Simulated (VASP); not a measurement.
Input of a VASP 6.6.1 run:

File INCAR:

```
SYSTEM = BaTiO3
PREC = Accurate ; ENCUT = 520
EDIFF = 1E-6 ; ISMEAR = 0
SIGMA = 0.01 ; LREAL = .False.
LASPH = .True. ; NELM = 150
ALGO = Normal ; ISIF = 2
LWAVE = .False. ; LCHARG = .True.
LMAXMIX = 4 ; LDAU = .True.
LDAUTYPE = 2 ; LDAUL = -1 2 -1
LDAUU = 0 7 0 ; LDAUJ = 0 0 0
LDAUPRINT = 1 ; GGA = PS
IVDW = 13 ; LELF = .True.
LVHAR = .True. ; NBANDS = 28
```

KPOINTS

```
regular mesh
0
Gamma
  6 6 6
  0 0 0
```

Contents of POSCAR:

```
BaTiO3
1.0
    2.8273670000      1.6323810000      2.3183930000
   -2.8273670000      1.6323810000      2.3183930000
    0.0000000000     -3.2647620000      2.3183930000
Ba Ti O
1 1 3
Direct
    0.0000000000      0.0000000000      0.0000000000
    0.4845000000      0.4845000000      0.4845000000
    0.5086000000      0.5086000000      0.0175000000
    0.0175000000      0.5086000000      0.5086000000
    0.5086000000      0.0175000000      0.5086000000
```

Potentials or basis: VASP PAW PBE potentials, release 64 (Ba_sv, Ti_sv, O).

Launch:

```bash
$ cat potpaw_PBE.64/Ba_sv/POTCAR potpaw_PBE.64/Ti_sv/POTCAR potpaw_PBE.64/O/POTCAR > POTCAR
$ mpirun -np 1 vasp_std > vasp.out
```

(1) What does it give for the band gap on the k mesh?

(2) Predict the pressure.

(3) Estimate the largest force.

Results:

(1) 3.11 eV, indirect (least direct gap 3.52 eV).

(2) 5.4 GPa.

(3) 1.997 eV/Å.

Caveat: the PAW data sets were made with another functional, which shifts forces and pressure a little; spin-orbit coupling is left out, which moves the levels of the heavy elements.
